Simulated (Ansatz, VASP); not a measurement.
# In3Sb in VASP and in Ansatz

The input INCAR:

```
SYSTEM = In3Sb
  ALGO = Fast
  EDIFF = 1E-7
  ENCUT = 520
  GGA = PS
  ISIF = 2
  ISMEAR = 0
  IVDW = 12
  LASPH = .True.
  LCHARG = .False.
  LREAL = .False.
  LWAVE = .False.
  NBANDS = 30
  NELM = 100
  PREC = Accurate
  SIGMA = 0.15
```

The input KPOINTS:

```
k-points
0
Gamma
  10 10 10
  0 0 0
```

POSCAR

```
In3Sb
1.0
    4.6402381084      0.0000000000      0.0000000000
    0.0000000000      4.5242321557      0.0000000000
    0.0000000000      0.0000000000      4.6402381084
In Sb
3 1
Direct
    0.5000000000      0.5000000000      0.0000000000
    0.5000000000      0.0000000000      0.5000000000
    0.0000000000      0.5000000000      0.5000000000
    0.0000000000      0.0000000000      0.0000000000
```

Input for Ansatz:

```yaml
crystal:
  lattice:
    - [4.6402381084, 0.0, 0.0]
    - [0.0, 4.5242321557, 0.0]
    - [0.0, 0.0, 4.6402381084]
  atoms:
    - { symbol: In, position: [0.5, 0.5, 0.0] }
    - { symbol: In, position: [0.5, 0.0, 0.5] }
    - { symbol: In, position: [0.0, 0.5, 0.5] }
    - { symbol: Sb, position: [0.0, 0.0, 0.0] }
basis:
  ecutwfc: 420
kpoints:
  mp_grid: { grid: [10, 10, 10] }
hamiltonian:
  xc: pbesol
  dispersion: d3bj
scf:
  occupations: { method: gaussian, width: 0.15 }
output:
  forces: true
  stress: true
  eigenvalues: true
```

Change from the starting cell: strain -0.0250 x Voigt [0, 1, 0, 0, 0, 0], atoms carried along.

Alike in both runs: task single point; functional PBEsol; dispersion D3(BJ); k mesh 10 × 10 × 10; occupations gaussian, width 0.15 eV; no spin polarisation.

```csv
,VASP,Ansatz
version,VASP 6.6.1,Ansatz 0.2.0
potentials or method,"VASP PAW PBE potentials, release 64 (In_d, Sb), cutoff 520 eV","scalar-relativistic, plane waves, PAW"
valence electrons in the cell,44,54
```

|  | VASP | Ansatz | Ansatz less VASP |
| --- | --- | --- | --- |
| gap on the k mesh at the Fermi level (eV) | none | none | - |
| pressure (GPa) | 1.4 | 1.4 | -0.05 |
| traceless stress, the component that is largest in VASP (GPa) | -0.59 | -0.58 | +0.003 |

VASP's potentials were made for PBE, not for PBEsol. A gap of «none» marks a metal or a gap that the smearing closes. VASP's potentials hold 44 valence electrons a cell and Ansatz's 54, so a difference there can come from the potentials and not from the codes.

Spin-orbit coupling is off throughout.
